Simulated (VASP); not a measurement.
# AlCo (Pm-3m) in VASP: settings compared, part 2 of 2

VASP 6.6.1. The steps go on from the part before.

### 3 Relaxation of cell and atoms, PBEsol, collinear spin, ferromagnetic start

Contents of INCAR:

```
SYSTEM = AlCo
ALGO     = Normal         ! electronic algorithm
EDIFF    = 1E-6           ! SCF threshold, eV
EDIFFG   = -0.01          ! ionic threshold
ENCUT    = 600            ! plane-wave cutoff, eV
GGA      = PS             ! functional
IBRION   = 2              ! ionic algorithm
ISIF     = 3              ! what is computed and relaxed
ISMEAR   = -1             ! smearing method
ISPIN    = 2              ! spin polarisation
LASPH    = .True.         ! aspherical terms in the spheres
LCHARG   = .False.        ! write CHGCAR
LMAXMIX  = 4              ! l up to which the mixer works
LORBIT   = 11             ! projections on sites
LREAL    = .False.        ! projectors in reciprocal space
LWAVE    = .False.        ! write WAVECAR
MAGMOM   = 0 2.5          ! initial moments
NELM     = 150            ! most SCF steps
NSW      = 80             ! ionic steps
PREC     = Accurate       ! precision mode
SIGMA    = 0.05           ! smearing width, eV
```

Contents of KPOINTS:

```
k-points
0
Gamma
  10 10 10
  0 0 0
```

Contents of POSCAR:

```
AlCo
1.0
    2.8194030000      0.0000000000      0.0000000000
    0.0000000000      2.8194030000      0.0000000000
    0.0000000000      0.0000000000      2.8194030000
Al Co
1 1
Direct
    0.0000000000      0.0000000000      0.0000000000
    0.5000000000      0.5000000000      0.5000000000
```

Potentials or basis: VASP PAW PBE potentials, release 64 (Al, Co).

Run with:

```bash
> cat potpaw_PBE.64/Al/POTCAR potpaw_PBE.64/Co/POTCAR > POTCAR
> mpirun -np 1 vasp_std > vasp.out
```

OUTCAR:

```text
SYSTEM = AlCo
   EDIFF = 1E-6
   EDIFFG = -0.01
   ENCUT = 600
   GGA = PS
   IBRION = 2
   ISIF = 3
   ISMEAR = -1
   ISPIN = 2
   LASPH = .True.
   LORBIT = 11
   LREAL = .False.
   NELM = 150
   NSW = 80
   PREC = Accurate

 ion  position               nearest neighbor table
   1  0.000  0.000  0.000-   2 2.44   2 2.44   2 2.44   2 2.44   2 2.44   2 2.44   2 2.44   2 2.44

   2  0.500  0.500  0.500-   1 2.44   1 2.44   1 2.44   1 2.44   1 2.44   1 2.44   1 2.44   1 2.44

  LATTYP: Found a simple cubic cell.
 ALAT       =     2.8194030000

  Lattice vectors:

 A1 = (   2.8194030000,   0.0000000000,   0.0000000000)
 A2 = (   0.0000000000,   2.8194030000,   0.0000000000)
 A3 = (   0.0000000000,   0.0000000000,   2.8194030000)

Analysis of symmetry for initial positions (statically):
=====================================================================
 Subroutine PRICEL returns:
 Original cell was already a primitive cell.

 Routine SETGRP: Setting up the symmetry group for a
 simple cubic supercell.

 Subroutine GETGRP returns: Found 48 space group operations
 (whereof 48 operations were pure point group operations)
 out of a pool of 48 trial point group operations.

The static configuration has the point symmetry O_h .

Analysis of symmetry for dynamics (positions and initial velocities):
=====================================================================
 Subroutine PRICEL returns:
 Original cell was already a primitive cell.

 Routine SETGRP: Setting up the symmetry group for a
 simple cubic supercell.

 Subroutine GETGRP returns: Found 48 space group operations
 (whereof 48 operations were pure point group operations)
 out of a pool of 48 trial point group operations.

The dynamic configuration has the point symmetry O_h .

Analysis of structural, dynamic, and magnetic symmetry:
=====================================================================
 Subroutine PRICEL returns:
 Original cell was already a primitive cell.

 Routine SETGRP: Setting up the symmetry group for a
 simple cubic supercell.

[... 151 lines left out ...]
  ext. energy  EPLUGINS =         0.00000000
  ---------------------------------------------------
  free energy    TOTEN  =       -13.08587796 eV

  energy without entropy =      -13.07994669  energy(sigma->0) =      -13.08291233

------------------------ aborting loop because EDIFF is reached ----------------------------------------

  FORCE on cell =-STRESS in cart. coord.  units (eV):
  Direction    XX          YY          ZZ          XY          YZ          ZX
  --------------------------------------------------------------------------------------
  -------------------------------------------------------------------------------------
  Total        0.1016564      0.1016564      0.1016564     -0.0000000     -0.0000000      0.0000000
  in kB        7.2673115      7.2673115      7.2673115     -0.0000000     -0.0000000      0.0000000
  external PRESSURE =       7.2673115 kB  Pullay stress =       0.0000000 kB
[... 63 lines left out ...]
 number of electron      11.9999996 magnetization       0.0000018

 number of electron      11.9999996 magnetization      -0.0000022

 Free energy of the ion-electron system (eV)
  ---------------------------------------------------
  ext. energy  EPLUGINS =         0.00000000
  ---------------------------------------------------
  free energy    TOTEN  =       -13.08603759 eV

  energy without entropy =      -13.08003931  energy(sigma->0) =      -13.08303845

 E-fermi :  10.8137     XC(G=0): -12.5272

 val. band max:       10.7655807662   @ k =   0.5000   0.4000   0.1000
 cond. band min:      10.8902204737   @ k =   0.5000   0.3000   0.0000
 fundamental gap:      0.1246397074
 Fermi energy:        10.8136878248

 spin component 1

 k-point     1 :       0.0000    0.0000    0.0000
  band No.  band energies     occupation
      1      -0.4270      1.00000
      2       7.7170      1.00000
      3       7.7171      1.00000
      4       9.9798      1.00000
      5       9.9798      1.00000
      6       9.9798      1.00000
      7      16.9480      0.00000
      8      16.9480      0.00000
      9      16.9480      0.00000
     10      19.7097      0.00000
     11      19.7097      0.00000
[... 310 lines left out ...]
  band No.  band energies     occupation
      1       1.6305      1.00000
      2       7.0626      1.00000
      3       8.1286      1.00000
      4       9.2004      1.00000
      5       9.3011      1.00000
      6       9.8632      1.00000
      7      12.0153      0.00000
      8      16.9609      0.00000
      9      17.9760      0.00000
     10      21.6269      0.00000
     11      24.7379      0.00000

 [... further k-points ...]

 spin component 2

 k-point     1 :       0.0000    0.0000    0.0000
  band No.  band energies     occupation
      1      -0.4270      1.00000
      2       7.7171      1.00000
      3       7.7171      1.00000
      4       9.9798      1.00000
      5       9.9798      1.00000
      6       9.9798      1.00000
      7      16.9480      0.00000
      8      16.9480      0.00000
      9      16.9480      0.00000
     10      19.7097      0.00000
     11      19.7097      0.00000
[... 351 lines left out ...]
  FREE ENERGIE OF THE ION-ELECTRON SYSTEM (eV)
  ---------------------------------------------------
  free  energy   TOTEN  =       -13.0860375910 eV

  energy  without entropy=      -13.0800393111  energy(sigma->0) =      -13.08303845

 reached required accuracy - stopping structural energy minimisation

 total charge

# of ion       s       p       d       tot
------------------------------------------
    1        0.397   0.441   0.000   0.838
    2        0.447   0.534   7.531   8.512
--------------------------------------------------
tot          0.844   0.975   7.531   9.349

 magnetization (x)

# of ion       s       p       d       tot
------------------------------------------
    1        0.000  -0.000   0.000  -0.000
    2        0.000   0.000   0.000   0.000
--------------------------------------------------
tot          0.000   0.000   0.000   0.000
```

Wall time 19 s (1 thread of Intel Xeon 6975P-C (Granite Rapids), shared host); peak memory 0.17 GiB.

Results:

- Free energy: -13.0860 eV
- Relaxed volume: 11.24 Å³/atom
- Relaxed cell: a = 2.823 Å, b = 2.823 Å, c = 2.823 Å, α = 90.00°, β = 90.00°, γ = 90.00°
- Space group after relaxing (to 0.05 Å): Pm-3m (No. 221)
- Energy gained by relaxing: 0.1 meV/atom
- Ionic steps: 3
- Pressure after relaxing: 0.0 GPa
- Band gap on the k mesh: zero (filled and empty bands overlap)
- Net moment: 0.00 μB per cell
- Valence electrons inside the program's atomic spheres: Al 0.84; Co 8.51

The path:
```tsv
step	energy change (eV)	largest force (eV/Å)	pressure (GPa)	volume (Å³)
1	0.0000	0.0000	0.73	22.41
2	0.0000	0.0000	-0.77	22.58
3	-0.0002	0.0000	0.03	22.49
```

Final structure:
```xyz
2
Lattice="2.8226 0.0000 0.0000 0.0000 2.8226 0.0000 0.0000 0.0000 2.8226" Properties=species:S:1:pos:R:3 pbc="T T T"
Al    0.0000    0.0000    0.0000
Co    1.4113    1.4113    1.4113
```

Caveat: the starting moments collapsed, and a magnetic state may lie lower; the PAW data sets were made with another functional, which shifts forces and pressure a little.

### 4 Relaxation of cell and atoms, RPBE, collinear spin, ferromagnetic start

Contents of INCAR:

```
SYSTEM = AlCo
PREC     = Accurate       ! precision mode
ENCUT    = 600            ! plane-wave cutoff, eV
EDIFF    = 1E-6           ! SCF threshold, eV
ISMEAR   = -1             ! smearing method
SIGMA    = 0.05           ! smearing width, eV
LREAL    = .FALSE.        ! projectors in reciprocal space
LASPH    = .TRUE.         ! aspherical terms in the spheres
NELM     = 150            ! most SCF steps
ALGO     = Normal         ! electronic algorithm
ISIF     = 3              ! what is computed and relaxed
LWAVE    = .FALSE.        ! write WAVECAR
LCHARG   = .FALSE.        ! write CHGCAR
ISPIN    = 2              ! spin polarisation
MAGMOM   = 0 2.5          ! initial moments
LORBIT   = 11             ! projections on sites
LMAXMIX  = 4              ! l up to which the mixer works
GGA      = RP             ! functional
IBRION   = 2              ! ionic algorithm
NSW      = 80             ! ionic steps
EDIFFG   = -0.01          ! ionic threshold
```

Contents of KPOINTS:

```
Automatic mesh
0
G
  10 10 10
  0 0 0
```

POSCAR is that of step 3.

Run with:

```bash
> cat potpaw_PBE.64/Al/POTCAR potpaw_PBE.64/Co/POTCAR > POTCAR
> mpirun -np 1 vasp_std > vasp.out
```

Wall time 24 s (1 thread of Intel Xeon 6975P-C (Granite Rapids), shared host); peak memory 0.17 GiB.

It converged, with:

```
Free energy                                           : -11.1750 eV
Relaxed volume                                        : 11.85 Å³/atom
Relaxed cell                                          : a = 2.872 Å, b = 2.872 Å, c = 2.872 Å, α = 90.00°, β = 90.00°, γ = 90.00°
Space group after relaxing (to 0.05 Å)                : Pm-3m (No. 221)
Energy gained by relaxing                             : 20.2 meV/atom
Ionic steps                                           : 3
Pressure after relaxing                               : 0.1 GPa
Band gap on the k mesh                                : zero (filled and empty bands overlap)
Net moment                                            : 0.00 μB per cell
Valence electrons inside the program's atomic spheres : Al 0.81; Co 8.40
```

The path:
| step | energy change (eV) | largest force (eV/Å) | pressure (GPa) | volume (Å³) |
| --- | --- | --- | --- | --- |
| 1 | 0.0000 | 0.0000 | 10.63 | 22.41 |
| 2 | -0.0106 | 0.0000 | -7.44 | 24.91 |
| 3 | -0.0405 | 0.0000 | 0.06 | 23.70 |

Final structure:
```
Al Co
1.0
     2.87250    0.00000    0.00000
     0.00000    2.87250    0.00000
     0.00000    0.00000    2.87250
Al Co
1 1
Cartesian
  0.0000 0.0000 0.0000
  1.4362 1.4362 1.4362
```

Levels at points of the mesh, in eV from the Fermi level:
Spin up:
```
           k point  band 2  band 3  band 4  band 5  band 6  band 7  band 8  band 9  band 10  band 11
(0.00, 0.00, 0.00)   -2.84   -2.84   -0.81   -0.81   -0.81    5.89    5.89    5.89     8.60     8.60
(0.50, 0.00, 0.00)   -6.49   -2.27   -1.66   -1.66   -0.71    0.18    8.33   10.49    10.49    11.44
(0.50, 0.50, 0.00)   -2.95   -2.63   -2.63   -1.45   -1.45   -0.22    2.38    3.34    12.58    15.64
(0.50, 0.50, 0.50)   -3.82   -3.82   -0.18   -0.18    2.39    2.39    2.39    4.01     5.19     5.19
```
Spin down:
| k point | band 3 | band 4 | band 5 | band 6 | band 7 | band 8 | band 9 | band 10 |
| --- | --- | --- | --- | --- | --- | --- | --- | --- |
| (0.00, 0.00, 0.00) | -2.84 | -0.81 | -0.81 | -0.81 | 5.89 | 5.89 | 5.89 | 8.60 |
| (0.50, 0.00, 0.00) | -2.27 | -1.66 | -1.66 | -0.71 | 0.18 | 8.33 | 10.49 | 10.49 |
| (0.50, 0.50, 0.00) | -2.63 | -2.63 | -1.45 | -1.45 | -0.22 | 2.38 | 3.34 | 12.58 |
| (0.50, 0.50, 0.50) | -3.82 | -0.18 | -0.18 | 2.39 | 2.39 | 2.39 | 4.01 | 5.19 |

Caveat: the starting moments collapsed, and a magnetic state may lie lower; the PAW data sets were made with another functional, which shifts forces and pressure a little.

### 5 Relaxation of cell and atoms, PBE+D3(BJ), collinear spin, ferromagnetic start

Contents of INCAR:

```
PREC = Accurate
ENCUT = 600
EDIFF = 1E-6
ISMEAR = -1
SIGMA = 0.05
LREAL = F
LASPH = T
NELM = 150
ALGO = Normal
ISIF = 3
LWAVE = F
LCHARG = F
ISPIN = 2
MAGMOM = 0 2.5
LORBIT = 11
LMAXMIX = 4
GGA = PE
IVDW = 12
IBRION = 2
NSW = 80
EDIFFG = -0.01
```

Contents of KPOINTS:

```
regular mesh
0
Gamma
  10 10 10
```

POSCAR is that of step 4.

Potentials or basis: VASP PAW PBE potentials, release 64 (Al, Co).

Run with:

```bash
> cat potpaw_PBE.64/Al/POTCAR potpaw_PBE.64/Co/POTCAR > POTCAR
> mpirun -np 1 vasp_std > vasp.out
```

OUTCAR:

```text
PREC = Accurate
   ENCUT = 600
   EDIFF = 1E-6
   ISMEAR = -1
   LREAL = F
   LASPH = T
   NELM = 150
   ISIF = 3
   ISPIN = 2
   LORBIT = 11
   GGA = PE
   IVDW = 12
   IBRION = 2
   NSW = 80
   EDIFFG = -0.01
 IVDW          = 12

 ion  position               nearest neighbor table
   1  0.000  0.000  0.000-   2 2.44   2 2.44   2 2.44   2 2.44   2 2.44   2 2.44   2 2.44   2 2.44

   2  0.500  0.500  0.500-   1 2.44   1 2.44   1 2.44   1 2.44   1 2.44   1 2.44   1 2.44   1 2.44

  LATTYP: Found a simple cubic cell.
[... 896 lines left out ...]
  external pressure =       -0.41 kB  Pullay stress =        0.00 kB

 VOLUME and BASIS-vectors are now :
 -----------------------------------------------------------------------------
  energy-cutoff  :      600.00
  volume of cell :       22.41
      direct lattice vectors                 reciprocal lattice vectors
     2.819403000  0.000000000  0.000000000     0.354685017  0.000000000  0.000000000
     0.000000000  2.819403000  0.000000000     0.000000000  0.354685017  0.000000000
     0.000000000  0.000000000  2.819403000     0.000000000  0.000000000  0.354685017

 POSITION                                       TOTAL-FORCE (eV/Angst)
 -----------------------------------------------------------------------------------
      0.00000      0.00000      0.00000         0.000000      0.000000      0.000000
      1.40970      1.40970      1.40970         0.000000      0.000000      0.000000
 -----------------------------------------------------------------------------------
    total drift:                                0.000000     -0.000000     -0.000000

  FREE ENERGIE OF THE ION-ELECTRON SYSTEM (eV)
  ---------------------------------------------------
  free  energy   TOTEN  =       -12.8762816141 eV

  energy  without entropy=      -12.8704924188  energy(sigma->0) =      -12.87338702

 reached required accuracy - stopping structural energy minimisation

 total charge

# of ion       s       p       d       tot
------------------------------------------
    1        0.398   0.443   0.000   0.841
    2        0.446   0.536   7.530   8.512
--------------------------------------------------
tot          0.845   0.979   7.530   9.354

 magnetization (x)

# of ion       s       p       d       tot
------------------------------------------
    1       -0.000  -0.000   0.000  -0.000
    2        0.000  -0.000   0.001   0.001
--------------------------------------------------
tot         -0.000  -0.000   0.001   0.001
```

CONTCAR:

```text
AlCo
   1.00000000000000
     2.8194029999999999    0.0000000000000000    0.0000000000000000
     0.0000000000000000    2.8194029999999999    0.0000000000000000
     0.0000000000000000    0.0000000000000000    2.8194029999999999
  Al              Co
     1     1
Direct
     0.0000000000000000    0.0000000000000000    0.0000000000000000
     0.5000000000000000    0.5000000000000000    0.5000000000000000

  0.00000000E+00  0.00000000E+00  0.00000000E+00
  0.00000000E+00  0.00000000E+00  0.00000000E+00
```

Run time: 9.5 s. Hardware: 1 thread of Intel Xeon 6975P-C (Granite Rapids), shared host; peak memory 0.17 GiB.

Results:

```
Free energy                                           : -12.8763 eV
Pressure after relaxing                               : 0.0 GPa
Band gap on the k mesh                                : zero (filled and empty bands overlap)
Net moment                                            : 0.00 μB per cell
Valence electrons inside the program's atomic spheres : Al 0.84; Co 8.51
Dispersion energy per atom                            : -0.449 eV
```

Final structure:
```
Al Co
1.0
     2.81940    0.00000    0.00000
     0.00000    2.81940    0.00000
     0.00000    0.00000    2.81940
Al Co
1 1
Direct
  0.00000 0.00000 0.00000
  0.50000 0.50000 0.50000
```

Caveat: the starting moments collapsed, and a magnetic state may lie lower; the relaxation stopped at its first step, so nothing moved; pairwise dispersion overbinds metals, which lowers pressure and volume.
